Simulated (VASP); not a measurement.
# Ir (Fd-3m) in VASP: further runs

The runs below take Ir through single point, relaxation of cell and atoms, with PBEsol.

Program: VASP 6.6.1. These are calculated values, not measurements. Logs are shortened: lines on timing, memory, paths and dates and some standing lists are left out, and cuts for length are marked.

## 1. The cell of the first run

The structure is cubic, space group Fd-3m (No. 227). The conventional cell has a = 5.076 Å, b = 5.076 Å, c = 5.076 Å, α = 90.00°, β = 90.00°, γ = 90.00°. Ir (site symmetry -43m) has 4 Ir at 2.20 Å within 2.9 Å.

## 2. Single point, PBEsol

File INCAR:

```
SYSTEM = Ir
  PREC = Accurate
  ENCUT = 520
  EDIFF = 1E-6
  ISMEAR = 0
  SIGMA = 0.1
  LREAL = .FALSE.
  LASPH = .TRUE.
  NELM = 80
  ALGO = Fast
  ISIF = 2
  LWAVE = .FALSE.
  LCHARG = .FALSE.
  GGA = PS
  NBANDS = 16
```

File KPOINTS:

```
Automatic mesh
0
G
  6 6 6
  0 0 0
```

File POSCAR:

```
Ir
1.0
    0.0000000000      2.5380291931      2.5380291931
    2.5380291931      0.0000000000      2.5380291931
    2.5380291931      2.5380291931      0.0000000000
Ir
2
Direct
    0.5000000000      0.5000000000      0.5000000000
    0.7500000000      0.7500000000      0.7500000000
```

Potentials or basis: VASP PAW PBE potentials, release 64 (Ir).

Started as:

```bash
$ cat potpaw_PBE.64/Ir/POTCAR > POTCAR
$ mpirun -np 1 vasp_std > vasp.out
```

OUTCAR:

```text
SYSTEM = Ir
   PREC = Accurate
   ENCUT = 520
   EDIFF = 1E-6
   ISMEAR = 0
   LREAL = .FALSE.
   LASPH = .TRUE.
   NELM = 80
   ISIF = 2
   GGA = PS

 ion  position               nearest neighbor table
   1  0.500  0.500  0.500-   2 2.20   2 2.20   2 2.20   2 2.20
   2  0.750  0.750  0.750-   1 2.20   1 2.20   1 2.20   1 2.20

  LATTYP: Found a face centered cubic cell.
 ALAT       =     5.0760583862

  Lattice vectors:

 A1 = (   0.0000000000,   2.5380291931,   2.5380291931)
 A2 = (   2.5380291931,   0.0000000000,   2.5380291931)
 A3 = (   2.5380291931,   2.5380291931,   0.0000000000)

Analysis of symmetry for initial positions (statically):
=====================================================================
 Subroutine PRICEL returns:
 Original cell was already a primitive cell.

 Routine SETGRP: Setting up the symmetry group for a
 face centered cubic supercell.

 Subroutine GETGRP returns: Found 48 space group operations
 (whereof 24 operations were pure point group operations)
 out of a pool of 48 trial point group operations.

The static configuration has the point symmetry T_d .
 The point group associated with its full space group is O_h .

Analysis of symmetry for dynamics (positions and initial velocities):
=====================================================================
 Subroutine PRICEL returns:
 Original cell was already a primitive cell.

 Routine SETGRP: Setting up the symmetry group for a
 face centered cubic supercell.

 Subroutine GETGRP returns: Found 48 space group operations
 (whereof 24 operations were pure point group operations)
 out of a pool of 48 trial point group operations.

The dynamic configuration has the point symmetry T_d .
 The point group associated with its full space group is O_h .

 Subroutine INISYM returns: Found 48 space group operations
 (whereof 24 operations are pure point group operations),
 and found     1 'primitive' translations

----------------------------------------------------------------------------------------

                                     Primitive cell

  volume of cell :      32.6979

  direct lattice vectors                    reciprocal lattice vectors
     0.000000000  2.538029193  2.538029193    -0.197003250  0.197003250  0.197003250
     2.538029193  0.000000000  2.538029193     0.197003250 -0.197003250  0.197003250
     2.538029193  2.538029193  0.000000000     0.197003250  0.197003250 -0.197003250

  length of vectors
     3.589315307  3.589315307  3.589315307     0.341219639  0.341219639  0.341219639

  position of ions in fractional coordinates (direct lattice)
     0.500000000  0.500000000  0.500000000
     0.750000000  0.750000000  0.750000000

  ion indices of the primitive-cell ions
   primitive index   ion index
                 1           1
                 2           2

----------------------------------------------------------------------------------------

 KPOINTS: Automatic mesh

Automatic generation of k-mesh.
 Grid dimensions read from file:
 generate k-points for:    6    6    6

 Generating k-lattice:

  Cartesian coordinates                     Fractional coordinates (reciprocal lattice)
    -0.032833875  0.032833875  0.032833875     0.166666667  0.000000000  0.000000000
     0.032833875 -0.032833875  0.032833875     0.000000000  0.166666667  0.000000000
     0.032833875  0.032833875 -0.032833875     0.000000000  0.000000000  0.166666667

  Length of vectors
     0.056869940  0.056869940  0.056869940

  Shift w.r.t. Gamma in fractional coordinates (k-lattice)
     0.000000000  0.000000000  0.000000000

 Subroutine IBZKPT returns following result:
 ===========================================

 Found     16 irreducible k-points:

 Following reciprocal coordinates:
            Coordinates               Weight
  0.000000  0.000000  0.000000      1.000000
  0.166667  0.000000  0.000000      8.000000
  0.333333  0.000000  0.000000      8.000000
  0.500000  0.000000  0.000000      4.000000
  0.166667  0.166667  0.000000      6.000000
  0.333333  0.166667  0.000000     24.000000
[... 8 lines left out ...]
 -0.333333  0.333333  0.166667     24.000000
 -0.333333  0.500000  0.166667     12.000000
   k-points           NKPTS =     16   k-points in BZ     NKDIM =     16   number of bands    NBANDS=     16
   number of dos      NEDOS =    301   number of ions     NIONS =      2
   total plane-waves  NPLWV =  21952
   dimension x,y,z NGX =    28 NGY =   28 NGZ =   28
   dimension x,y,z NGXF=    56 NGYF=   56 NGZF=   56
   ions per type =               2
   NGX,Y,Z   is equivalent  to a cutoff of  12.97, 12.97, 12.97 a.u.
   NGXF,Y,Z  is equivalent  to a cutoff of  25.94, 25.94, 25.94 a.u.
 SYSTEM =  Ir
   PREC   = accura    normal or accurate (medium, high low for compatibility)
   ISTART =      0    job   : 0-new  1-cont  2-samecut
   ICHARG =      2    charge: 1-file 2-atom 10-const
   ISPIN  =      1    spin polarized calculation?
   LNONCOLLINEAR =      F non collinear calculations
   LSORBIT =      F    spin-orbit coupling
   LASPH  =      T    aspherical Exc in radial PAW
   ENCUT  =  520.0 eV  38.22 Ry    6.18 a.u.   6.67  6.67  6.67*2*pi/ulx,y,z
   NELM   =     80;   NELMIN=  2; NELMDL= -5     # of ELM steps
   EDIFF  = 0.1E-05   stopping-criterion for ELM
   LREAL  =      F    real-space projection
   EDIFFG = 0.1E-04   stopping-criterion for IOM
   NSW    =      0    number of steps for IOM
   IBRION =     -1    ionic relax: 0-MD 1-quasi-New 2-CG
   NFREE  =      0    steps in history (QN), initial steepest desc. (CG)
   ISIF   =      2    stress and relaxation
   ISYM   =      2    0-nonsym 1-usesym 2-fastsym
   POTIM  = 0.5000    time-step for ionic-motion
   TEBEG  =    0.0;   TEEND  =   0.0 temperature during run
   PSTRESS=    0.0 pullay stress
   NELECT =      18.0000    total number of electrons
   NUPDOWN=      -1.0000    fix difference up-down
   EMIN   =  10.00;   EMAX   =-10.00  energy-range for DOS
   EFERMI =   0.00;   METHOD = LEGACY
   ISMEAR =     0;   SIGMA  =   0.10  broadening in eV -4-tet -1-fermi 0-gaus
   EFERMI_NEDOS =   21; number of points for ismear=-14 and -15
   IALGO  =     68    algorithm
   IMIX   =      4    mixing-type and parameters
     AMIX     =   0.40;   BMIX     =  1.00
     AMIX_MAG =   1.60;   BMIX_MAG =  1.00
  volume/ion in A,a.u.               =      16.35       110.33
  Fermi-wavevector in a.u.,A,eV,Ry     =   1.341711  2.535467 24.493059  1.800189
  Thomas-Fermi vector in A             =   2.469923
   LORBIT       =      0    0 simple, 1 ext, 2 COOP (PROOUT), +10 PAW based schemes
   GGA     = PS    functional components
   LHFCALC =     F    Hartree Fock is set to
   AEXX    =    0.0000 exact exchange contribution
   IVDW    =     0    specifies the selected vdW correction
   LEPSILON=     F    determine dielectric tensor
   LRPA    =     F    only Hartree local field effects (RPA)
 non-spin polarized calculation
 RMM-DIIS sequential band-by-band and
 Gauss-broadening in eV      SIGMA  =   0.10
  energy-cutoff  :      520.00
  volume of cell :       32.70
 maximum number of plane-waves:       899
   NGX = 13   NGY = 13   NGZ = 13

 number of electron      18.0000001 magnetization

 Free energy of the ion-electron system (eV)
  ---------------------------------------------------
  ext. energy  EPLUGINS =         0.00000000
  ---------------------------------------------------
  free energy    TOTEN  =       -15.28977087 eV

  energy without entropy =      -15.28157897  energy(sigma->0) =      -15.28567492

 E-fermi :   8.8303     XC(G=0): -12.8344

 val. band max:        8.6449117745   @ k =  -0.3333   0.1667   0.0000
 cond. band min:       8.8693569660   @ k =   0.3333   0.1667   0.0000
 fundamental gap:      0.2244451916
 Fermi energy:         8.8303091764

 k-point     1 :       0.0000    0.0000    0.0000
  band No.  band energies     occupation
      1      -1.4261      2.00000
      2       1.5067      2.00000
      3       1.5067      2.00000
      4       2.5533      2.00000
      5       2.5533      2.00000
      6       2.5533      2.00000
[... 8 lines left out ...]
     15      21.8097      0.00000
     16      21.8097      0.00000

 k-point     2 :       0.1667    0.0000    0.0000
  band No.  band energies     occupation
      1      -0.8013      2.00000
      2       1.3006      2.00000
      3       1.3006      2.00000
      4       2.4602      2.00000
      5       2.9615      2.00000
      6       2.9615      2.00000
[... 8 lines left out ...]
     15      21.9318      0.00000
     16      23.0034      0.00000

 k-point     3 :       0.3333    0.0000    0.0000
  band No.  band energies     occupation
      1       0.5886      2.00000
      2       1.4053      2.00000
      3       1.4053      2.00000
      4       2.2408      2.00000
      5       2.8627      2.00000
      6       2.8627      2.00000
[... 8 lines left out ...]
     15      20.6042      0.00000
     16      23.6939      0.00000

 k-point     4 :       0.5000    0.0000    0.0000
  band No.  band energies     occupation
      1       1.4936      2.00000
      2       1.7581      2.00000
      3       2.0094      2.00000
      4       2.0094      2.00000
      5       2.0909      2.00000
      6       2.0909      2.00000
[... 8 lines left out ...]
     15      19.7984      0.00000
     16      24.3847      0.00000

 k-point     5 :       0.1667    0.1667    0.0000
  band No.  band energies     occupation
      1      -0.5648      2.00000
      2       0.7639      2.00000
      3       1.9549      2.00000
      4       2.4888      2.00000
      5       2.4888      2.00000
      6       3.5318      2.00000
[... 8 lines left out ...]
     15      21.5724      0.00000
     16      21.7111      0.00000

 k-point     6 :       0.3333    0.1667    0.0000
  band No.  band energies     occupation
      1       0.6005      2.00000
      2       0.6524      2.00000
      3       2.1722      2.00000
      4       2.1882      2.00000
      5       2.5008      2.00000
      6       3.7986      2.00000
[... 8 lines left out ...]
     15      19.8994      0.00000
     16      22.6819      0.00000

 k-point     7 :       0.5000    0.1667    0.0000
  band No.  band energies     occupation
      1       0.7873      2.00000
      2       1.4494      2.00000
      3       1.8277      2.00000
      4       2.0718      2.00000
      5       2.8156      2.00000
      6       3.3333      2.00000
[... 8 lines left out ...]
     15      19.6360      0.00000
     16      24.6551      0.00000

 k-point     8 :      -0.3333    0.1667    0.0000
  band No.  band energies     occupation
      1       0.9192      2.00000
      2       1.1335      2.00000
      3       1.7869      2.00000
      4       2.0287      2.00000
      5       2.6944      2.00000
      6       3.6693      2.00000
[... 8 lines left out ...]
     15      19.6771      0.00000
     16      23.7956      0.00000

 k-point     9 :      -0.1667    0.1667    0.0000
  band No.  band energies     occupation
      1       0.1083      2.00000
      2       0.9100      2.00000
      3       1.7016      2.00000
      4       2.1162      2.00000
      5       2.7414      2.00000
      6       3.7705      2.00000
[... 8 lines left out ...]
     15      22.0726      0.00000
     16      22.2405      0.00000

 k-point    10 :       0.3333    0.3333    0.0000
  band No.  band energies     occupation
      1       0.2708      2.00000
      2       1.7787      2.00000
      3       2.2555      2.00000
      4       2.2555      2.00000
      5       2.3867      2.00000
      6       3.2514      2.00000
[... 8 lines left out ...]
     15      19.3518      0.00000
     16      21.8478      0.00000

 k-point    11 :       0.5000    0.3333    0.0000
  band No.  band energies     occupation
      1       0.3856      2.00000
      2       1.1803      2.00000
      3       1.9739      2.00000
      4       2.5657      2.00000
      5       3.5946      2.00000
      6       4.0123      2.00000
[... 8 lines left out ...]
     15      20.4768      0.00000
     16      22.8261      0.00000

 k-point    12 :      -0.3333    0.3333    0.0000
  band No.  band energies     occupation
      1       0.3875      2.00000
      2       1.4373      2.00000
      3       1.4698      2.00000
      4       2.6543      2.00000
      5       3.4264      2.00000
      6       4.6660      2.00000
[... 8 lines left out ...]
     15      20.8027      0.00000
     16      25.1408      0.00000

 k-point    13 :       0.5000    0.5000    0.0000
  band No.  band energies     occupation
      1       0.7558      2.00000
      2       0.7558      2.00000
      3       2.1064      2.00000
      4       2.1064      2.00000
      5       4.3422      2.00000
      6       4.3422      2.00000
[... 8 lines left out ...]
     15      20.6661      0.00000
     16      20.6661      0.00000

 k-point    14 :       0.5000    0.3333    0.1667
  band No.  band energies     occupation
      1       0.5686      2.00000
      2       0.9782      2.00000
      3       2.1653      2.00000
      4       2.4625      2.00000
      5       2.8771      2.00000
      6       4.0621      2.00000
[... 8 lines left out ...]
     15      21.2213      0.00000
     16      23.1544      0.00000

 k-point    15 :      -0.3333    0.3333    0.1667
  band No.  band energies     occupation
      1       0.5292      2.00000
      2       0.7890      2.00000
      3       2.2860      2.00000
      4       2.6117      2.00000
      5       3.4736      2.00000
      6       3.9669      2.00000
[... 8 lines left out ...]
     15      21.8714      0.00000
     16      25.3930      0.00000

 k-point    16 :      -0.3333    0.5000    0.1667
  band No.  band energies     occupation
      1       0.5471      2.00000
      2       0.5471      2.00000
      3       2.5232      2.00000
      4       2.5232      2.00000
      5       4.4037      2.00000
      6       4.4037      2.00000
[... 8 lines left out ...]
     15      22.8370      0.00000
     16      22.8370      0.00000

------------------------ aborting loop because EDIFF is reached ----------------------------------------

  FORCE on cell =-STRESS in cart. coord.  units (eV):
  Direction    XX          YY          ZZ          XY          YZ          ZX
  --------------------------------------------------------------------------------------
  -------------------------------------------------------------------------------------
  Total       17.6192643     17.6192643     17.6192643      0.0000000      0.0000000     -0.0000000
  in kB      863.3333475    863.3333475    863.3333475      0.0000000      0.0000000     -0.0000000
  external PRESSURE =     863.3333475 kB  Pullay stress =       0.0000000 kB

 VOLUME and BASIS-vectors are now :
 -----------------------------------------------------------------------------
  energy-cutoff  :      520.00
  volume of cell :       32.70
      direct lattice vectors                 reciprocal lattice vectors
     0.000000000  2.538029193  2.538029193    -0.197003250  0.197003250  0.197003250
     2.538029193  0.000000000  2.538029193     0.197003250 -0.197003250  0.197003250
     2.538029193  2.538029193  0.000000000     0.197003250  0.197003250 -0.197003250

 POSITION                                       TOTAL-FORCE (eV/Angst)
 -----------------------------------------------------------------------------------
      2.53803      2.53803      2.53803        -0.000000     -0.000000     -0.000000
      3.80704      3.80704      3.80704         0.000000      0.000000      0.000000
 -----------------------------------------------------------------------------------
    total drift:                                0.000000      0.000000      0.000000

  FREE ENERGIE OF THE ION-ELECTRON SYSTEM (eV)
  ---------------------------------------------------
  free  energy   TOTEN  =       -15.2897708720 eV

  energy  without entropy=      -15.2815789744  energy(sigma->0) =      -15.28567492
```

It took 8.4 s on 1 thread of Intel Xeon Platinum 8488C (Sapphire Rapids), shared host; peak memory 0.15 GiB.

Results:

| Item | Value |
| --- | --- |
| Free energy | -15.2898 eV |
| Pressure | 86.3 GPa |
| Band gap on the k mesh | zero (band 9 reaches 10.27 eV, above the bottom of band 10 at 8.18 eV) |

Levels at points of the mesh, in eV from the Fermi level:
| k point | band 6 | band 7 | band 8 | band 9 | band 10 | band 11 | band 12 | band 13 |
| --- | --- | --- | --- | --- | --- | --- | --- | --- |
| (0.00, 0.00, 0.00) | -6.28 | -2.43 | -2.43 | -2.43 | 1.55 | 1.55 | 11.52 | 12.13 |
| (0.50, 0.00, 0.00) | -6.74 | -2.95 | -1.20 | -1.20 | 0.58 | 0.58 | 2.02 | 9.74 |
| (0.50, 0.50, 0.00) | -4.49 | -3.60 | -3.60 | 1.01 | 1.01 | 2.64 | 2.64 | 3.97 |

Caveat: the PAW data sets were made with another functional, which shifts forces and pressure a little; spin-orbit coupling is left out, which moves the levels of the heavy elements.

## 3. Single point, PBEsol

This run uses another cell than the first one, of 20.90 Å³/atom, 1.278 times its volume.

File INCAR:

```
ALGO = Normal
EDIFF = 1E-6
ENCUT = 520
GGA = PS
ISIF = 2
ISMEAR = 0
LASPH = True
LCHARG = False
LREAL = False
LWAVE = False
NBANDS = 16
NELM = 100
PREC = Accurate
SIGMA = 0.1
```

File KPOINTS:

```
k-points
0
Gamma
  6 6 6
```

File POSCAR:

```
Ir
1.0
    0.0000000000      2.7545089018      2.7545089018
    2.7545089018      0.0000000000      2.7545089018
    2.7545089018      2.7545089018      0.0000000000
Ir
2
Direct
    0.5000000000      0.5000000000      0.5000000000
    0.7500000000      0.7500000000      0.7500000000
```

Potentials or basis: VASP PAW PBE potentials, release 64 (Ir).

Started as:

```bash
$ cat potpaw_PBE.64/Ir/POTCAR > POTCAR
$ mpirun -np 1 vasp_std > vasp.out
```

It took 8.8 s on 1 thread of Intel Xeon Platinum 8488C (Sapphire Rapids), shared host; peak memory 0.16 GiB.

Results (log left out):

```
Free energy            : -17.2393 eV
Pressure               : -0.3 GPa
Band gap on the k mesh : zero (band 9 reaches 6.34 eV, above the bottom of band 10 at 4.94 eV)
```

Levels at points of the mesh, in eV from the Fermi level:
```tsv
k point	band 7	band 8	band 9	band 10	band 11	band 12
(0.00, 0.00, 0.00)	-1.79	-1.79	-1.79	0.90	0.90	10.90
(0.50, 0.00, 0.00)	-2.08	-0.99	-0.99	0.31	0.31	1.52
(0.50, 0.50, 0.00)	-2.52	-2.52	0.64	0.64	2.04	2.04
```

Caveat: the PAW data sets were made with another functional, which shifts forces and pressure a little; spin-orbit coupling is left out, which moves the levels of the heavy elements.

(Part 1 of 2 ends here.)
